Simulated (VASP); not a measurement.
Runs of VASP 6.6.1 on ZnGe2N2. The structure is that of space group P-3m1 (No. 164), or close to it. The cells are those of the table. 

| task | cell | k mesh | cutoff (eV) | gap on the mesh (eV) | pressure (GPa) | relaxed volume (Å³/atom) | largest force (eV/Å) |
| --- | --- | --- | --- | --- | --- | --- | --- |
| relaxation of cell and atoms | relaxed from a = 3.998, b = 3.998, c = 6.540 Å, angles 90.0, 90.0, 120.0°, 5 atoms | 6 × 6 × 4 | 600 | none | -0.3 | 14.03 | 0.01 |
| single point | a = 3.998, b = 3.998, c = 6.540 Å, angles 90.0, 90.0, 120.0°, 5 atoms | 6 × 6 × 4 | 520 | none | -16.2 | - | (a) |
| single point | a = 3.046, b = 3.046, c = 9.395 Å, angles 90.0, 90.0, 120.0°, 5 atoms | 6 × 6 × 4 | 520 | none | -0.1 | - | 0.03 |
| single point | a = 3.037, b = 3.037, c = 9.688 Å, angles 90.0, 90.0, 120.0°, 5 atoms | 12 × 12 × 4 | 520 | none | -0.1 | - | 0.03 |
| relaxation of cell and atoms | relaxed from a = 3.046, b = 3.046, c = 9.395 Å, angles 90.0, 90.0, 120.0°, 5 atoms | 12 × 12 × 4 | 600 | none | 0.0 | 15.21 | - |

Alike in all rows: level PBE; potentials or basis VASP PAW PBE potentials, release 64 (Zn, Ge_d, N); no spin polarisation; smearing gaussian 0.1 eV.

Problem. Estimate the missing entries.

Solution. (a) 2.81.

Caveats: some runs use coarse meshes; the volume moved by over 15 % at a fixed basis, so the end points are rough (some runs); forces of over 1 eV/Å act on the atoms, so gaps and moduli don't describe the material at rest (some runs).

A k mesh can miss the band edges, and the runs leave out spin-orbit coupling on Ge.

A gap of «none» marks levels without a gap at the run's occupations.
